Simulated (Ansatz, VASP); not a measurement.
# C: VASP beside Ansatz

Contents of POSCAR:

```
C
1.0
    2.4559134450      0.0000000000      0.0000000000
   -1.2279567225      2.1268834329      0.0000000000
    0.0000000000      0.0000000000      7.0106290262
C
4
Direct
    1.0000000000      1.0000000000      0.2500000000
    0.0000000000      0.0000000000      0.7500000000
    0.3333333333      0.6666666667      0.2500000000
    0.6666666667      0.3333333333      0.7500000000
```

Contents of INCAR.step1:

```
  PREC = Accurate
  ENCUT = 520
  ISMEAR = 1
  SIGMA = 0.01
  LREAL = F
  LASPH = T
  NELM = 80
  NBANDS = 16
  GGA = PE
  ALGO = Normal
  EDIFF = 1E-4
  LWAVE = T
  LCHARG = F
```

File INCAR.step2:

```
  PREC = Accurate
  ENCUT = 520
  EDIFF = 1E-6
  ISMEAR = 1
  SIGMA = 0.01
  LREAL = F
  LASPH = T
  NELM = 80
  ALGO = Normal
  ISIF = 2
  LWAVE = F
  LCHARG = T
  METAGGA = R2SCAN
  LMIXTAU = T
  LELF = T
  LVHAR = T
  NBANDS = 16
  ISTART = 1
```

KPOINTS

```
regular mesh
0
Gamma
  15 15 5
```

Input for Ansatz:

```yaml
crystal:
  lattice:
    - [2.455913445, 0.0, 0.0]
    - [-1.2279567225, 2.1268834329, 0.0]
    - [0.0, 0.0, 7.0106290262]
  atoms:
    - { symbol: C, position: [1.0, 1.0, 0.25] }
    - { symbol: C, position: [0.0, 0.0, 0.75] }
    - { symbol: C, position: [0.3333333333, 0.6666666667, 0.25] }
    - { symbol: C, position: [0.6666666667, 0.3333333333, 0.75] }
hamiltonian:
  xc: r2scan
  pseudopotentials:
    kind: paw
    azcp:
      C: "pseudopotentials/C.paw.azcp"
basis:
  ecutwfc: 500
  fft_grid_basis: typed
kpoints:
  mp_grid: { grid: [15, 15, 5], shift: [0, 0, 0] }
magnetization:
  spin_polarized: false
scf:
  occupations: { method: methfessel_paxton, width: 0.01 }
  lower_state_search: "off"
output:
  stress: true
```

Alike in both runs: task single point; functional r2SCAN; k mesh 15 × 15 × 5; occupations methfessel-paxton of order 1, width 0.01 eV; no spin polarisation.

|  | VASP | Ansatz |
| --- | --- | --- |
| version | VASP 6.6.1 | Ansatz 0.2.0 |
| potentials or method | VASP PAW PBE potentials, release 64 (C), cutoff 520 eV | plane waves (500 eV) with PAW, scalar-relativistic |
| valence electrons in the cell | 16 | 16 |

|  | VASP | Ansatz | Ansatz less VASP |
| --- | --- | --- | --- |
| pressure (GPa) | 0.7 | 0.0 | -0.64 |
| traceless stress, the component that is largest in VASP (GPa) | -0.69 | 0.06 | +0.753 |

VASP's potentials were made for PBE, not for r2SCAN.
